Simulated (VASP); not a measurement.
# P in VASP: notebook

The runs below take P through single point, with PBEsol.

Program: VASP 6.6.1. These are calculated values, not measurements. Logs are shortened: lines on timing, memory, paths and dates and some standing lists are left out, and cuts for length are marked.

## (1) The cell of the first run

It takes space group Pm-3m (No. 221, cubic). Conventional cell: a = 2.422 Å, b = 2.422 Å, c = 2.422 Å, α = 90.00°, β = 90.00°, γ = 90.00°. Within 3.2 Å of P (site symmetry m-3m) lie 6 P at 2.42 Å.

## (2) Single point, PBEsol

INCAR reads:

```
SYSTEM = P
PREC = Accurate ; ENCUT = 520
EDIFF = 1E-7 ; ISMEAR = 0
SIGMA = 0.1 ; LREAL = .FALSE.
LASPH = .TRUE. ; NELM = 100
ALGO = Normal ; ISIF = 2
LWAVE = .FALSE. ; LCHARG = .TRUE.
GGA = PS ; LELF = .TRUE.
LVHAR = .TRUE. ; NBANDS = 8
```

KPOINTS reads:

```
regular mesh
0
G
  18 18 18
  0 0 0
```

POSCAR reads:

```
P
1.0
    2.4216127215      0.0000000000      0.0000000000
    0.0000000000      2.4216127215      0.0000000000
    0.0000000000      0.0000000000      2.4216127215
P
1
Direct
    0.0000000000      0.0000000000      0.0000000000
```

Potentials or basis: VASP PAW PBE potentials, release 64 (P).

Started as:

```bash
$ cat potpaw_PBE.64/P/POTCAR > POTCAR
$ mpirun -np 1 vasp_std > vasp.out
```

OUTCAR:

```text
SYSTEM = P
   PREC = Accurate
   ENCUT = 520
   EDIFF = 1E-7
   ISMEAR = 0
   LREAL = .FALSE.
   LASPH = .TRUE.
   NELM = 100
   ISIF = 2
   GGA = PS

 ion  position               nearest neighbor table
   1  0.000  0.000  0.000-

  LATTYP: Found a simple cubic cell.
 ALAT       =     2.4216127215

  Lattice vectors:

 A1 = (   2.4216127215,   0.0000000000,   0.0000000000)
 A2 = (   0.0000000000,   2.4216127215,   0.0000000000)
 A3 = (   0.0000000000,   0.0000000000,   2.4216127215)

Analysis of symmetry for initial positions (statically):
=====================================================================
 Subroutine PRICEL returns:
 Original cell was already a primitive cell.

 Routine SETGRP: Setting up the symmetry group for a
 simple cubic supercell.

 Subroutine GETGRP returns: Found 48 space group operations
 (whereof 48 operations were pure point group operations)
 out of a pool of 48 trial point group operations.

The static configuration has the point symmetry O_h .

Analysis of symmetry for dynamics (positions and initial velocities):
=====================================================================
 Subroutine PRICEL returns:
 Original cell was already a primitive cell.

 Routine SETGRP: Setting up the symmetry group for a
 simple cubic supercell.

 Subroutine GETGRP returns: Found 48 space group operations
 (whereof 48 operations were pure point group operations)
 out of a pool of 48 trial point group operations.

The dynamic configuration has the point symmetry O_h .

 Subroutine INISYM returns: Found 48 space group operations
 (whereof 48 operations are pure point group operations),
 and found     1 'primitive' translations

----------------------------------------------------------------------------------------

                                     Primitive cell

  volume of cell :      14.2008

  direct lattice vectors                    reciprocal lattice vectors
     2.421612721  0.000000000  0.000000000     0.412947946  0.000000000  0.000000000
     0.000000000  2.421612721  0.000000000     0.000000000  0.412947946  0.000000000
     0.000000000  0.000000000  2.421612721     0.000000000  0.000000000  0.412947946

  length of vectors
     2.421612721  2.421612721  2.421612721     0.412947946  0.412947946  0.412947946

  position of ions in fractional coordinates (direct lattice)
     0.000000000  0.000000000  0.000000000

  ion indices of the primitive-cell ions
   primitive index   ion index
                 1           1

----------------------------------------------------------------------------------------

 KPOINTS: regular mesh

Automatic generation of k-mesh.
 Grid dimensions read from file:
 generate k-points for:   18   18   18

 Generating k-lattice:

  Cartesian coordinates                     Fractional coordinates (reciprocal lattice)
     0.022941553  0.000000000  0.000000000     0.055555556  0.000000000  0.000000000
     0.000000000  0.022941553  0.000000000     0.000000000  0.055555556  0.000000000
     0.000000000  0.000000000  0.022941553     0.000000000  0.000000000  0.055555556

  Length of vectors
     0.022941553  0.022941553  0.022941553

  Shift w.r.t. Gamma in fractional coordinates (k-lattice)
     0.000000000  0.000000000  0.000000000

 Subroutine IBZKPT returns following result:
 ===========================================

 Found    220 irreducible k-points:

 Following reciprocal coordinates:
            Coordinates               Weight
  0.000000  0.000000  0.000000      1.000000
  0.055556  0.000000  0.000000      6.000000
  0.111111  0.000000  0.000000      6.000000
  0.166667  0.000000  0.000000      6.000000
  0.222222  0.000000  0.000000      6.000000
  0.277778  0.000000  0.000000      6.000000
[... 16 lines left out ...]
  0.277778  0.111111  0.000000     24.000000
  0.333333  0.111111  0.000000     24.000000
 [... further k-points ...]
   k-points           NKPTS =    220   k-points in BZ     NKDIM =    220   number of bands    NBANDS=      8
   number of dos      NEDOS =    301   number of ions     NIONS =      1
   total plane-waves  NPLWV =   5832
   dimension x,y,z NGX =    18 NGY =   18 NGZ =   18
   dimension x,y,z NGXF=    36 NGYF=   36 NGZF=   36
   ions per type =               1
   NGX,Y,Z   is equivalent  to a cutoff of  12.36, 12.36, 12.36 a.u.
   NGXF,Y,Z  is equivalent  to a cutoff of  24.71, 24.71, 24.71 a.u.
 SYSTEM =  P
   PREC   = accura    normal or accurate (medium, high low for compatibility)
   ISTART =      0    job   : 0-new  1-cont  2-samecut
   ICHARG =      2    charge: 1-file 2-atom 10-const
   ISPIN  =      1    spin polarized calculation?
   LNONCOLLINEAR =      F non collinear calculations
   LSORBIT =      F    spin-orbit coupling
   LASPH  =      T    aspherical Exc in radial PAW
   ENCUT  =  520.0 eV  38.22 Ry    6.18 a.u.   4.50  4.50  4.50*2*pi/ulx,y,z
   NELM   =    100;   NELMIN=  2; NELMDL= -5     # of ELM steps
   EDIFF  = 0.1E-06   stopping-criterion for ELM
   LREAL  =      F    real-space projection
   EDIFFG = 0.1E-05   stopping-criterion for IOM
   NSW    =      0    number of steps for IOM
   IBRION =     -1    ionic relax: 0-MD 1-quasi-New 2-CG
   NFREE  =      0    steps in history (QN), initial steepest desc. (CG)
   ISIF   =      2    stress and relaxation
   ISYM   =      2    0-nonsym 1-usesym 2-fastsym
   POTIM  = 0.5000    time-step for ionic-motion
   TEBEG  =    0.0;   TEEND  =   0.0 temperature during run
   PSTRESS=    0.0 pullay stress
   NELECT =       5.0000    total number of electrons
   NUPDOWN=      -1.0000    fix difference up-down
   EMIN   =  10.00;   EMAX   =-10.00  energy-range for DOS
   EFERMI =   0.00;   METHOD = LEGACY
   ISMEAR =     0;   SIGMA  =   0.10  broadening in eV -4-tet -1-fermi 0-gaus
   EFERMI_NEDOS =   21; number of points for ismear=-14 and -15
   IALGO  =     38    algorithm
   IMIX   =      4    mixing-type and parameters
     AMIX     =   0.40;   BMIX     =  1.00
     AMIX_MAG =   1.60;   BMIX_MAG =  1.00
  volume/ion in A,a.u.               =      14.20        95.83
  Fermi-wavevector in a.u.,A,eV,Ry     =   1.156006  2.184535 18.182148  1.336350
  Thomas-Fermi vector in A             =   2.292630
   LORBIT       =      0    0 simple, 1 ext, 2 COOP (PROOUT), +10 PAW based schemes
   GGA     = PS    functional components
   LHFCALC =     F    Hartree Fock is set to
   AEXX    =    0.0000 exact exchange contribution
   IVDW    =     0    specifies the selected vdW correction
   LEPSILON=     F    determine dielectric tensor
   LRPA    =     F    only Hartree local field effects (RPA)
 non-spin polarized calculation
 Gauss-broadening in eV      SIGMA  =   0.10
  energy-cutoff  :      520.00
  volume of cell :       14.20
 maximum number of plane-waves:       402
   NGX =  9   NGY =  9   NGZ =  9

 number of electron       4.9999997 magnetization

 Free energy of the ion-electron system (eV)
  ---------------------------------------------------
  ext. energy  EPLUGINS =         0.00000000
  ---------------------------------------------------
  free energy    TOTEN  =        -5.76542057 eV

  energy without entropy =       -5.76331285  energy(sigma->0) =       -5.76436671

 E-fermi :   9.8690     XC(G=0): -11.4869

 val. band max:        9.8408981852   @ k =   0.1667   0.1111   0.0556
 cond. band min:       9.9262496185   @ k =   0.5000   0.2778   0.2778
 fundamental gap:      0.0853514333
 Fermi energy:         9.8689859898

 k-point     1 :       0.0000    0.0000    0.0000
  band No.  band energies     occupation
      1      -6.8179      2.00000
      2      15.0976      0.00000
      3      15.0976      0.00000
      4      15.0976      0.00000
      5      16.7552      0.00000
      6      16.7552      0.00000
      7      24.3227      0.00000
      8      34.7920      0.00000

 k-point     2 :       0.0556    0.0000    0.0000
  band No.  band energies     occupation
      1      -6.7459      2.00000
      2      13.6618      0.00000
      3      15.1547      0.00000
      4      15.1547      0.00000
      5      16.8131      0.00000
      6      18.1011      0.00000
      7      24.5713      0.00000
      8      34.2215      0.00000

 k-point     3 :       0.1111    0.0000    0.0000
  band No.  band energies     occupation
      1      -6.5304      2.00000
      2      11.6403      0.00000
      3      15.3247      0.00000
      4      15.3247      0.00000
      5      16.9844      0.00000
      6      19.7975      0.00000
      7      25.3591      0.00000
      8      32.8772      0.00000

 k-point     4 :       0.1667    0.0000    0.0000
  band No.  band energies     occupation
      1      -6.1733      2.00000
      2       9.6301      1.99927
      3      15.6034      0.00000
      4      15.6034      0.00000
      5      17.2619      0.00000
      6      21.1791      0.00000
      7      26.7045      0.00000
      8      31.2559      0.00000

 k-point     5 :       0.2222    0.0000    0.0000
  band No.  band energies     occupation
      1      -5.6785      2.00000
      2       7.7007      2.00000
      3      15.9820      0.00000
      4      15.9820      0.00000
      5      17.6314      0.00000
      6      22.2697      0.00000
      7      28.3774      0.00000
      8      29.6071      0.00000

 k-point     6 :       0.2778    0.0000    0.0000
  band No.  band energies     occupation
      1      -5.0538      2.00000
      2       5.8841      2.00000
      3      16.4442      0.00000
      4      16.4442      0.00000
      5      18.0690      0.00000
      6      23.2292      0.00000
      7      28.0481      0.00000
      8      28.0481      0.00000

 k-point     7 :       0.3333    0.0000    0.0000
  band No.  band energies     occupation
      1      -4.3146      2.00000
      2       4.2088      2.00000
      3      16.9596      0.00000
      4      16.9596      0.00000
      5      18.5354      0.00000
      6      24.1728      0.00000
      7      26.6543      0.00000
      8      26.6543      0.00000

 k-point     8 :       0.3889    0.0000    0.0000
  band No.  band energies     occupation
      1      -3.4992      2.00000
      2       2.7206      2.00000
      3      17.4706      0.00000
      4      17.4706      0.00000
      5      18.9698      0.00000
      6      25.1443      0.00000
      7      25.5054      0.00000
      8      25.5054      0.00000

 k-point     9 :       0.4444    0.0000    0.0000
  band No.  band energies     occupation
      1      -2.7224      2.00000
      2       1.5384      2.00000
      3      17.8752      0.00000
      4      17.8752      0.00000
      5      19.2890      0.00000
      6      24.7144      0.00000
      7      24.7144      0.00000
      8      26.1109      0.00000

 k-point    10 :       0.5000    0.0000    0.0000
  band No.  band energies     occupation
      1      -2.3394      2.00000
      2       1.0201      2.00000
      3      18.0352      0.00000
      4      18.0352      0.00000
      5      19.4081      0.00000
      6      24.4250      0.00000
      7      24.4250      0.00000
      8      26.7022      0.00000
[... 78 lines left out ...]
 k-point    18 :       0.4444    0.0556    0.0000
  band No.  band energies     occupation
      1      -2.6504      2.00000
      2       1.6041      2.00000
      3      16.6182      0.00000
      4      17.9290      0.00000
      5      20.3755      0.00000
      6      23.3451      0.00000
      7      24.7715      0.00000
      8      26.8822      0.00000

 k-point    19 :       0.5000    0.0556    0.0000
  band No.  band energies     occupation
      1      -2.2671      2.00000
      2       1.0857      2.00000
      3      16.7802      0.00000
      4      18.0887      0.00000
      5      20.5145      0.00000
      6      23.0726      0.00000
      7      24.4825      0.00000
      8      27.4946      0.00000

 k-point    20 :       0.1111    0.1111    0.0000
  band No.  band energies     occupation
      1      -6.2430      2.00000
      2      11.3968      0.00000
      3      12.4996      0.00000
      4      15.5511      0.00000
      5      18.7144      0.00000
      6      21.4763      0.00000
      7      25.9656      0.00000
      8      30.8632      0.00000

 k-point    21 :       0.1667    0.1111    0.0000
  band No.  band energies     occupation
      1      -5.8862      2.00000
      2       9.7893      1.74027
      3      12.4127      0.00000
      4      15.8287      0.00000
      5      19.1877      0.00000
      6      22.8843      0.00000
      7      26.6621      0.00000
      8      29.5362      0.00000

 k-point    22 :       0.2222    0.1111    0.0000
  band No.  band energies     occupation
      1      -5.3918      2.00000
      2       7.9218      2.00000
      3      12.7657      0.00000
      4      16.2059      0.00000
      5      19.6416      0.00000
      6      23.9125      0.00000
      7      26.6052      0.00000
      8      29.5247      0.00000

 k-point    23 :       0.2778    0.1111    0.0000
  band No.  band energies     occupation
      1      -4.7674      2.00000
      2       6.1276      2.00000
      3      13.2458      0.00000
      4      16.6661      0.00000
      5      20.1314      0.00000
      6      24.1825      0.00000
      7      26.0117      0.00000
      8      28.2584      0.00000

 k-point    24 :       0.3333    0.1111    0.0000
  band No.  band energies     occupation
      1      -4.0286      2.00000
      2       4.4633      2.00000
      3      13.7956      0.00000
      4      17.1790      0.00000
      5      20.6336      0.00000
      6      23.3375      0.00000
      7      26.3740      0.00000
      8      26.8708      0.00000

 [... further k-points ...]

------------------------ aborting loop because EDIFF is reached ----------------------------------------

  FORCE on cell =-STRESS in cart. coord.  units (eV):
  Direction    XX          YY          ZZ          XY          YZ          ZX
  --------------------------------------------------------------------------------------
  -------------------------------------------------------------------------------------
  Total        0.0088496      0.0088496      0.0088496     -0.0000000     -0.0000000      0.0000000
  in kB        0.9984303      0.9984303      0.9984303     -0.0000000     -0.0000000      0.0000000
  external PRESSURE =       0.9984303 kB  Pullay stress =       0.0000000 kB

 VOLUME and BASIS-vectors are now :
 -----------------------------------------------------------------------------
  energy-cutoff  :      520.00
  volume of cell :       14.20
      direct lattice vectors                 reciprocal lattice vectors
     2.421612721  0.000000000  0.000000000     0.412947946  0.000000000  0.000000000
     0.000000000  2.421612721  0.000000000     0.000000000  0.412947946  0.000000000
     0.000000000  0.000000000  2.421612721     0.000000000  0.000000000  0.412947946

 POSITION                                       TOTAL-FORCE (eV/Angst)
 -----------------------------------------------------------------------------------
      0.00000      0.00000      0.00000         0.000000      0.000000      0.000000
 -----------------------------------------------------------------------------------
    total drift:                                0.000000      0.000000      0.000000

  FREE ENERGIE OF THE ION-ELECTRON SYSTEM (eV)
  ---------------------------------------------------
  free  energy   TOTEN  =        -5.7654205708 eV

  energy  without entropy=       -5.7633128507  energy(sigma->0) =       -5.76436671
```

Run time: 11 s. Hardware: 1 thread of Intel Xeon Platinum 8259CL at 2.50GHz (Skylake/Cascade Lake), shared host; peak memory 0.13 GiB.

What came out:

```yaml
Free_energy: -5.7654 eV
Pressure: 0.1 GPa
```

Levels at points of the mesh, in eV from the Fermi level:
```
           k point  band 1  band 2  band 3  band 4  band 5  band 6  band 7
(0.00, 0.00, 0.00)  -16.69    5.23    5.23    5.23    6.89    6.89   14.45
(0.50, 0.00, 0.00)  -12.21   -8.85    8.17    8.17    9.54   14.56   14.56
(0.50, 0.50, 0.00)   -7.35   -5.32   -5.32    0.81   10.89   17.19   17.19
(0.50, 0.50, 0.50)   -2.11   -2.11   -2.11   -1.26    4.63    4.63    4.63
```

Caveat: the PAW data sets were made with another functional, which shifts forces and pressure a little.

## (3) Single point, PBEsol (shear of c along a, cell held: +1.0 %)

INCAR reads:

```
ALGO     = Normal         # electronic algorithm
EDIFF    = 1E-7           # SCF threshold, eV
ENCUT    = 520            # plane-wave cutoff, eV
GGA      = PS             # functional
ISIF     = 2              # what is computed and relaxed
ISMEAR   = 0              # smearing method
LASPH    = True           # aspherical terms in the spheres
LCHARG   = False          # write CHGCAR
LREAL    = False          # projectors in reciprocal space
LWAVE    = False          # write WAVECAR
NBANDS   = 8              # bands
NELM     = 60             # most SCF steps
PREC     = Accurate       # precision mode
SIGMA    = 0.1            # smearing width, eV
```

KPOINTS reads:

```
k-points
0
Gamma
  18 18 18
```

POSCAR reads:

```
P
1.0
    2.4216127201      0.0000000000      0.0000000000
    0.0000000000      2.4216127201      0.0000000000
    0.0242161272      0.0000000000      2.4216127201
P
1
Direct
    0.0000000000      0.0000000000      0.0000000000
```

Potentials or basis: VASP PAW PBE potentials, release 64 (P).

Started as:

```bash
$ cat potpaw_PBE.64/P/POTCAR > POTCAR
$ mpirun -np 1 vasp_std > vasp.out
```

It took 49 s on 1 thread of Intel Xeon 6975P-C (Granite Rapids), shared host; peak memory 0.25 GiB.

Results (log left out):

| Property | Result |
| --- | --- |
| Free energy | -5.7651 eV |
| Pressure | 0.1 GPa |

Stress tensor (GPa, compression positive):
```
 0.08  0.00 -0.72
 0.00  0.16  0.00
-0.72  0.00  0.09
```

Levels at points of the mesh, in eV from the Fermi level:
| k point | band 1 | band 2 | band 3 | band 4 | band 5 | band 6 | band 7 | band 8 |
| --- | --- | --- | --- | --- | --- | --- | --- | --- |
| (0.00, 0.00, 0.00) | -16.69 | 5.19 | 5.23 | 5.27 | 6.88 | 6.89 | 14.45 | 24.92 |
| (0.50, 0.00, 0.00) | -12.21 | -8.85 | 8.16 | 8.17 | 9.53 | 14.55 | 14.55 | 16.84 |
| (0.00, 0.50, 0.00) | -12.21 | -8.85 | 8.13 | 8.20 | 9.54 | 14.52 | 14.59 | 16.83 |
| (0.50, 0.50, 0.00) | -7.35 | -5.32 | -5.32 | 0.81 | 10.88 | 17.12 | 17.18 | 17.65 |
| (0.00, 0.00, 0.50) | -12.21 | -8.85 | 8.16 | 8.16 | 9.53 | 14.55 | 14.55 | 16.84 |
| (0.50, 0.00, 0.50) | -7.35 | -5.41 | -5.23 | 0.81 | 10.88 | 17.12 | 17.26 | 17.57 |
| (0.00, 0.50, 0.50) | -7.35 | -5.32 | -5.32 | 0.81 | 10.88 | 17.12 | 17.18 | 17.65 |
| (0.50, 0.50, 0.50) | -2.20 | -2.11 | -2.02 | -1.26 | 4.54 | 4.64 | 4.73 | 10.81 |

Caveat: the cell differs from its parent crystal (shear of c along a, cell held: +1.0 %); the PAW data sets were made with another functional, which shifts forces and pressure a little.
